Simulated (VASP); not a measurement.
# Ti (P6_3/mmc) in VASP: notebook, part 2 of 2

VASP 6.6.1. Earlier steps stand in the parts before.

### Step 4. Single point, PBE (volume scaled by 1.04)

File INCAR:

```
SYSTEM = Ti
ALGO = Normal
EDIFF = 1E-6
ENCUT = 520
GGA = PE
ISIF = 2
ISMEAR = -1
LASPH = .True.
LCHARG = .True.
LELF = .True.
LREAL = .False.
LVHAR = .True.
LWAVE = .False.
NBANDS = 19
NELM = 100
PREC = Accurate
SIGMA = 0.1
```

File KPOINTS:

```
k-points
0
Gamma
  20 20 11
  0 0 0
```

File POSCAR:

```
Ti
1.0
    2.9777521682      0.0000000000      0.0000000000
   -1.4888760841      2.5788090238      0.0000000000
    0.0000000000      0.0000000000      4.7172593688
Ti
2
Direct
    0.3333333333      0.6666666667      0.2500000000
    0.6666666667      0.3333333333      0.7500000000
```

Potentials or basis: VASP PAW PBE potentials, release 64 (Ti_sv).

Started as:

```bash
cat potpaw_PBE.64/Ti_sv/POTCAR > POTCAR
mpirun -np 1 vasp_std > vasp.out
```

OUTCAR:

```text
SYSTEM = Ti
   EDIFF = 1E-6
   ENCUT = 520
   GGA = PE
   ISIF = 2
   ISMEAR = -1
   LASPH = .True.
   LREAL = .False.
   NELM = 100
   PREC = Accurate

 ion  position               nearest neighbor table
   1  0.333  0.667  0.250-   2 2.92   2 2.92   2 2.92   2 2.92   2 2.92   2 2.92
   2  0.667  0.333  0.750-   1 2.92   1 2.92   1 2.92   1 2.92   1 2.92   1 2.92

  LATTYP: Found a hexagonal cell.
 ALAT       =     2.9777521682
 C/A-ratio  =     1.5841678899

  Lattice vectors:

 A1 = (   2.9777521682,   0.0000000000,   0.0000000000)
 A2 = (  -1.4888760841,   2.5788090238,   0.0000000000)
 A3 = (   0.0000000000,   0.0000000000,   4.7172593688)

Analysis of symmetry for initial positions (statically):
=====================================================================
 Subroutine PRICEL returns:
 Original cell was already a primitive cell.

 Routine SETGRP: Setting up the symmetry group for a
 hexagonal supercell.

 Subroutine GETGRP returns: Found 24 space group operations
 (whereof 12 operations were pure point group operations)
 out of a pool of 24 trial point group operations.
[... 161 lines left out ...]
  free energy    TOTEN  =       -15.68830421 eV

  energy without entropy =      -15.60724472  energy(sigma->0) =      -15.64777446

 E-fermi :   7.8793     XC(G=0): -11.3007

 val. band max:        7.8791855945   @ k =   0.0500   0.0500   0.1818
 cond. band min:       7.8855681738   @ k =   0.3000   0.2000   0.3636
 fundamental gap:      0.0063825793
 Fermi energy:         7.8793075778

 k-point     1 :       0.0000    0.0000    0.0000
  band No.  band energies     occupation
      1     -49.0247      2.00000
      2     -48.9096      2.00000
      3     -25.5624      2.00000
      4     -25.0054      2.00000
      5     -25.0054      2.00000
      6     -24.9449      2.00000
[... 505 lines left out ...]
      6     -25.0898      2.00000
[... 11 lines left out ...]
     18      10.6683      0.00000
     19      11.1669      0.00000

 [... further k-points ...]

------------------------ aborting loop because EDIFF is reached ----------------------------------------

  FORCE on cell =-STRESS in cart. coord.  units (eV):
  Direction    XX          YY          ZZ          XY          YZ          ZX
  --------------------------------------------------------------------------------------
  -------------------------------------------------------------------------------------
  Total       -0.9504524     -0.9504524     -0.9775678      0.0000000      0.0000000      0.0000000
  in kB      -42.0381362    -42.0381362    -43.2374411      0.0000000      0.0000000      0.0000000
  external PRESSURE =     -42.4379045 kB  Pullay stress =       0.0000000 kB

 VOLUME and BASIS-vectors are now :
 -----------------------------------------------------------------------------
  energy-cutoff  :      520.00
  volume of cell :       36.22
      direct lattice vectors                 reciprocal lattice vectors
     2.977752168  0.000000000  0.000000000     0.335823784  0.193887952  0.000000000
    -1.488876084  2.578809024  0.000000000     0.000000000  0.387775904  0.000000000
     0.000000000  0.000000000  4.717259369     0.000000000  0.000000000  0.211987496

 POSITION                                       TOTAL-FORCE (eV/Angst)
 -----------------------------------------------------------------------------------
     -0.00000      1.71921      1.17931         0.000000      0.000000      0.000000
      1.48888      0.85960      3.53794        -0.000000     -0.000000      0.000000
 -----------------------------------------------------------------------------------
    total drift:                               -0.000000      0.000000     -0.000000

  FREE ENERGIE OF THE ION-ELECTRON SYSTEM (eV)
  ---------------------------------------------------
  free  energy   TOTEN  =       -15.6883042057 eV

  energy  without entropy=      -15.6072447221  energy(sigma->0) =      -15.64777446
```

stdout:

```text
POSCAR found type information on POSCAR Ti
 POSCAR found :  1 types and       2 ions
 scaLAPACK will be used
 LDA part: xc-table for (Slater+PW92), standard interpolation
 POSCAR, INCAR and KPOINTS ok, starting setup
 FFT: planning ... GRIDC
 FFT: planning ... GRID_SOFT
 FFT: planning ... GRID
 WAVECAR not read
 entering main loop
```

It took 6 min on 1 thread of AMD EPYC 7R13, shared host; peak memory 0.24 GiB.

What came out:

| Item | Value |
| --- | --- |
| Free energy | -15.6883 eV |
| Pressure | -4.2 GPa |
| Band gap on the k mesh | zero (band 12 reaches 8.65 eV, above the bottom of band 13 at 7.59 eV) |

Stress tensor (GPa, compression positive):
```
-4.20  0.00  0.00
 0.00 -4.20  0.00
 0.00  0.00 -4.32
```

Caveat: the cell differs from its parent crystal (volume scaled by 1.04).

### Step 5. Single point, PBE

This run uses another cell than the first one, of 17.42 Å³/atom, 1.042 times its volume.

File INCAR:

```
PREC = Accurate
ENCUT = 500
EDIFF = 1E-6
ISMEAR = -1
SIGMA = 0.1
LREAL = False
LASPH = True
NELM = 120
ALGO = Normal
ISIF = 2
LWAVE = False
LCHARG = False
GGA = PE
NBANDS = 19
GGA_COMPAT = False
```

File KPOINTS:

```
regular mesh
0
Gamma
  6 6 4
```

File POSCAR:

```
Ti
1.0
    2.9390756844      0.0000000000      0.0000000000
   -1.4695378422      2.5453142063      0.0000000000
    0.0000000000      0.0000000000      4.6559893252
Ti
2
Direct
    0.3333333333      0.6666666667      0.2500000000
    0.6666666667      0.3333333333      0.7500000000
```

Started as:

```bash
cat potpaw_PBE.64/Ti_sv/POTCAR > POTCAR
mpirun -np 1 vasp_std > vasp.out
```

It took 21 s on 1 thread of Intel Xeon 8259CL, shared host; peak memory 0.15 GiB.

It converged, with:

```yaml
Free_energy: -15.7024 eV
Pressure: -0.3 GPa
Band_gap_on_the_k_mesh: zero (band 12 reaches 9.08 eV, above the bottom of band 13 at 8.09 eV)
```

Stress tensor (GPa, compression positive):
```
-0.57  0.00  0.00
 0.00 -0.57  0.00
 0.00  0.00  0.31
```

Levels at points of the mesh, in eV from the Fermi level:
```csv
k point,band 9,band 10,band 11,band 12,band 13,band 14,band 15,band 16
"(0.00, 0.00, 0.00)",-6.22,-2.69,0.75,0.76,0.76,0.89,1.26,1.26
"(0.50, 0.00, 0.00)",-2.35,-2.16,-1.84,-0.64,0.48,0.62,1.17,3.32
"(0.00, 0.00, 0.50)",-4.36,-4.36,0.08,0.08,0.67,0.67,0.67,0.67
"(0.50, 0.00, 0.50)",-2.54,-2.54,-0.82,-0.82,1.31,1.31,1.72,1.72
```

Caveat: the k points lie up to 0.41 Å⁻¹ apart.

### Step 6. Summary

```tsv
cell	k mesh	cutoff (eV)	gap on the mesh (eV)	pressure (GPa)
a = 2.899, b = 2.899, c = 4.593 Å, angles 90.0, 90.0, 120.0°, 2 atoms	20 × 20 × 11	520	none	4.6
a = 2.939, b = 2.939, c = 4.656 Å, angles 90.0, 90.0, 120.0°, 2 atoms	20 × 20 × 11	520	none	-0.2
a = 2.978, b = 2.978, c = 4.717 Å, angles 90.0, 90.0, 120.0°, 2 atoms	20 × 20 × 11	520	none	-4.2
a = 2.939, b = 2.939, c = 4.656 Å, angles 90.0, 90.0, 120.0°, 2 atoms	6 × 6 × 4	500	none	-0.3
```

Alike in all rows: task single point; level PBE; potentials or basis VASP PAW PBE potentials, release 64 (Ti_sv); no spin polarisation; smearing fermi-dirac 0.1 eV.

Caveats: some runs use coarse meshes.

Total energies depend on the potentials used, so only differences within one code and one set of settings carry meaning.
